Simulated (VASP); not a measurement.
# Hg (P6_3/mmc) in VASP: single point with PBEsol

Aim: the single point of Hg with PBEsol.

All numbers are computed with VASP 6.6.1; they aren't measurements. Logs are shortened: lines on timing, memory, paths and dates and some standing lists are left out, and cuts for length are marked.

### 1 The cell of the first run

It takes space group P6_3/mmc (No. 194, hexagonal). Conventional cell: a = 2.577 Å, b = 2.577 Å, c = 4.194 Å, α = 90.00°, β = 90.00°, γ = 120.00°. Within 3.4 Å of Hg (site symmetry -6m2) lie 12 Hg at 2.57 to 2.58 Å.

### 2 Single point, PBEsol

File INCAR:

```
PREC = Accurate
ENCUT = 550
EDIFF = 1E-6
ISMEAR = -1
SIGMA = 0.05
LREAL = False
LASPH = True
NELM = 120
ALGO = Normal
ISIF = 2
LWAVE = False
LCHARG = False
GGA = PS
NBANDS = 27
GGA_COMPAT = False
```

File KPOINTS:

```
Automatic mesh
0
Gamma
  17 17 9
```

File POSCAR:

```
Hg
1.0
    2.5773879356      0.0000000000      0.0000000000
   -1.2886939678      2.2320834276      0.0000000000
    0.0000000000      0.0000000000      4.1943885066
Hg
2
Direct
    0.3333333333      0.6666666667      0.2500000000
    0.6666666667      0.3333333333      0.7500000000
```

Potentials or basis: VASP PAW PBE potentials, release 64 (Hg_sv_GW).

Started as:

```
$ cat potpaw_PBE.64/Hg_sv_GW/POTCAR > POTCAR
$ mpirun -np 1 vasp_std > vasp.out
```

OUTCAR:

```text
PREC = Accurate
   ENCUT = 550
   EDIFF = 1E-6
   ISMEAR = -1
   LREAL = False
   LASPH = True
   NELM = 120
   ISIF = 2
   GGA = PS

 ion  position               nearest neighbor table
   1  0.333  0.667  0.250-   2 2.57   2 2.57   2 2.57   2 2.57   2 2.57   2 2.57
   2  0.667  0.333  0.750-   1 2.57   1 2.57   1 2.57   1 2.57   1 2.57   1 2.57

  LATTYP: Found a hexagonal cell.
 ALAT       =     2.5773879356
 C/A-ratio  =     1.6273795841

  Lattice vectors:

 A1 = (   2.5773879356,   0.0000000000,   0.0000000000)
 A2 = (  -1.2886939678,   2.2320834276,   0.0000000000)
 A3 = (   0.0000000000,   0.0000000000,   4.1943885066)

Analysis of symmetry for initial positions (statically):
=====================================================================
 Subroutine PRICEL returns:
 Original cell was already a primitive cell.

 Routine SETGRP: Setting up the symmetry group for a
 hexagonal supercell.

 Subroutine GETGRP returns: Found 24 space group operations
 (whereof 12 operations were pure point group operations)
 out of a pool of 24 trial point group operations.

The static configuration has the point symmetry D_3d.
 The point group associated with its full space group is D_6h.

Analysis of symmetry for dynamics (positions and initial velocities):
=====================================================================
 Subroutine PRICEL returns:
 Original cell was already a primitive cell.

 Routine SETGRP: Setting up the symmetry group for a
 hexagonal supercell.

 Subroutine GETGRP returns: Found 24 space group operations
 (whereof 12 operations were pure point group operations)
 out of a pool of 24 trial point group operations.

The dynamic configuration has the point symmetry D_3d.
 The point group associated with its full space group is D_6h.

 Subroutine INISYM returns: Found 24 space group operations
 (whereof 12 operations are pure point group operations),
 and found     1 'primitive' translations

----------------------------------------------------------------------------------------

                                     Primitive cell

  volume of cell :      24.1301

  direct lattice vectors                    reciprocal lattice vectors
     2.577387936  0.000000000  0.000000000     0.387989711  0.224005964  0.000000000
    -1.288693968  2.232083428  0.000000000     0.000000000  0.448011928  0.000000000
[... 79 lines left out ...]
   ISPIN  =      1    spin polarized calculation?
   LNONCOLLINEAR =      F non collinear calculations
   LSORBIT =      F    spin-orbit coupling
   LASPH  =      T    aspherical Exc in radial PAW
   ENCUT  =  550.0 eV  40.42 Ry    6.36 a.u.   4.93  4.93  8.02*2*pi/ulx,y,z
   NELM   =    120;   NELMIN=  2; NELMDL= -5     # of ELM steps
   EDIFF  = 0.1E-05   stopping-criterion for ELM
   LREAL  =      F    real-space projection
   EDIFFG = 0.1E-04   stopping-criterion for IOM
   NSW    =      0    number of steps for IOM
   IBRION =     -1    ionic relax: 0-MD 1-quasi-New 2-CG
   NFREE  =      0    steps in history (QN), initial steepest desc. (CG)
   ISIF   =      2    stress and relaxation
   ISYM   =      2    0-nonsym 1-usesym 2-fastsym
   POTIM  = 0.5000    time-step for ionic-motion
   TEBEG  =    0.0;   TEEND  =   0.0 temperature during run
   PSTRESS=    0.0 pullay stress
   NELECT =      40.0000    total number of electrons
   NUPDOWN=      -1.0000    fix difference up-down
   EMIN   =  10.00;   EMAX   =-10.00  energy-range for DOS
   EFERMI =   0.00;   METHOD = LEGACY
   ISMEAR =    -1;   SIGMA  =   0.05  broadening in eV -4-tet -1-fermi 0-gaus
   EFERMI_NEDOS =   21; number of points for ismear=-14 and -15
   IALGO  =     38    algorithm
   IMIX   =      4    mixing-type and parameters
     AMIX     =   0.40;   BMIX     =  1.00
     AMIX_MAG =   1.60;   BMIX_MAG =  1.00
  volume/ion in A,a.u.               =      12.07        81.42
  Fermi-wavevector in a.u.,A,eV,Ry     =   1.937501  3.661345 51.075033  3.753909
  Thomas-Fermi vector in A             =   2.968075
   LORBIT       =      0    0 simple, 1 ext, 2 COOP (PROOUT), +10 PAW based schemes
   GGA     = PS    functional components
   LHFCALC =     F    Hartree Fock is set to
   AEXX    =    0.0000 exact exchange contribution
   IVDW    =     0    specifies the selected vdW correction
   LEPSILON=     F    determine dielectric tensor
   LRPA    =     F    only Hartree local field effects (RPA)
 non-spin polarized calculation
  energy-cutoff  :      550.00
  volume of cell :       24.13
 maximum number of plane-waves:       728
 NGX is ok and might be reduce to    20
   NGX =  9   NGY =  9   NGZ = 17

 number of electron      40.0000012 magnetization

 Free energy of the ion-electron system (eV)
  ---------------------------------------------------
  ext. energy  EPLUGINS =         0.00000000
  ---------------------------------------------------
  free energy    TOTEN  =         6.44325357 eV

  energy without entropy =        6.44451672  energy(sigma->0) =        6.44388515

 E-fermi :  18.6371     XC(G=0): -15.9870

 val. band max:       18.5813467602   @ k =   0.3529   0.2941   0.4444
 cond. band min:      18.7291804495   @ k =   0.3529   0.0000   0.0000
 fundamental gap:      0.1478336893
 Fermi energy:        18.6371293260

 k-point     1 :       0.0000    0.0000    0.0000
  band No.  band energies     occupation
      1    -100.4804      2.00000
      2    -100.4335      2.00000
      3     -49.2100      2.00000
      4     -48.6922      2.00000
      5     -48.6922      2.00000
      6     -48.6020      2.00000
[... 709 lines left out ...]
     26      32.9480      0.00000
     27      34.3385      0.00000

 [... further k-points ...]

------------------------ aborting loop because EDIFF is reached ----------------------------------------

  FORCE on cell =-STRESS in cart. coord.  units (eV):
  Direction    XX          YY          ZZ          XY          YZ          ZX
  --------------------------------------------------------------------------------------
  -------------------------------------------------------------------------------------
  Total       34.7217471     34.7217471     34.7384663      0.0000000     -0.0000000      0.0000000
  in kB     2305.4371245   2305.4371245   2306.5472435      0.0000000     -0.0000000      0.0000000
  external PRESSURE =    2305.8071642 kB  Pullay stress =       0.0000000 kB

 VOLUME and BASIS-vectors are now :
 -----------------------------------------------------------------------------
  energy-cutoff  :      550.00
  volume of cell :       24.13
      direct lattice vectors                 reciprocal lattice vectors
     2.577387936  0.000000000  0.000000000     0.387989711  0.224005964  0.000000000
    -1.288693968  2.232083428  0.000000000     0.000000000  0.448011928  0.000000000
     0.000000000  0.000000000  4.194388507     0.000000000  0.000000000  0.238413776

 POSITION                                       TOTAL-FORCE (eV/Angst)
 -----------------------------------------------------------------------------------
     -0.00000      1.48806      1.04860         0.000000     -0.000000      0.000000
      1.28869      0.74403      3.14579        -0.000000      0.000000     -0.000000
 -----------------------------------------------------------------------------------
    total drift:                               -0.000000      0.000000     -0.000000

  FREE ENERGIE OF THE ION-ELECTRON SYSTEM (eV)
  ---------------------------------------------------
  free  energy   TOTEN  =         6.4432535746 eV

  energy  without entropy=        6.4445167179  energy(sigma->0) =        6.44388515
```

OSZICAR:

```text
N       E                     dE             d eps       ncg     rms          rms(c)
DAV:   1     0.102817824802E+04    0.10282E+04   -0.25961E+04  9297   0.252E+03
DAV:   2     0.880410880942E+02   -0.94014E+03   -0.90788E+03  8913   0.966E+02
DAV:   3     0.987904632979E+01   -0.78162E+02   -0.77220E+02 12687   0.304E+02
DAV:   4     0.650600663604E+01   -0.33730E+01   -0.33667E+01 12531   0.796E+01
DAV:   5     0.629477946726E+01   -0.21123E+00   -0.21122E+00 12706   0.155E+01    0.128E+02
DAV:   6     0.642235533382E+01    0.12758E+00   -0.20006E-01 13272   0.807E+00    0.765E+01
DAV:   7     0.643919385429E+01    0.16839E-01   -0.93661E-02 13953   0.460E+00    0.106E+00
DAV:   8     0.644324291783E+01    0.40491E-02   -0.17176E-02 12291   0.261E+00    0.190E-01
DAV:   9     0.644322885806E+01   -0.14060E-04   -0.58066E-04 11803   0.252E-01    0.893E-02
DAV:  10     0.644324835052E+01    0.19492E-04   -0.33252E-05 12654   0.126E-01    0.322E-02
DAV:  11     0.644325478042E+01    0.64299E-05   -0.42757E-06 10208   0.362E-02    0.172E-02
DAV:  12     0.644325360280E+01   -0.11776E-05   -0.95212E-07  5622   0.233E-02    0.522E-03
DAV:  13     0.644325357457E+01   -0.28236E-07   -0.47775E-07  5514   0.757E-03
   1 F= 0.64432536E+01 E0= 0.64438851E+01  d E =-.126314E-02
```

stdout:

```text
POSCAR found type information on POSCAR Hg
 POSCAR found :  1 types and       2 ions
 scaLAPACK will be used
 -----------------------------------------------------------------------------
|                                                                             |
|                                                                             |
|     You enforced a specific xc type in the INCAR file but a different       |
|     I HOPE YOU KNOW WHAT YOU ARE DOING!                                     |
|                                                                             |
 -----------------------------------------------------------------------------

 LDA part: xc-table for (Slater+PW92), standard interpolation
 POSCAR, INCAR and KPOINTS ok, starting setup
 FFT: planning ... GRIDC
 FFT: planning ... GRID_SOFT
 FFT: planning ... GRID
 WAVECAR not read
 entering main loop
```

It took 41 s on 1 thread of Intel Xeon 6975P-C (Granite Rapids), shared host; peak memory 0.23 GiB.

What came out:

```
Free energy            : 6.4433 eV
Pressure               : 230.6 GPa
Band gap on the k mesh : zero (bands 20 and 21 overlap by 1.31 eV)
```

Levels at points of the mesh, in eV from the Fermi level:
| k point | band 18 | band 19 | band 20 | band 21 | band 22 | band 23 |
| --- | --- | --- | --- | --- | --- | --- |
| (0.00, 0.00, 0.00) | -8.73 | -8.73 | -7.15 | -0.45 | 9.79 | 11.90 |

Caveat: the cell stands under pressure; the PAW data sets were made with another functional, which shifts forces and pressure a little; spin-orbit coupling is left out, which moves the levels of the heavy elements.

The gap in the log of VASP goes by the Fermi energy; the results here count the filled bands.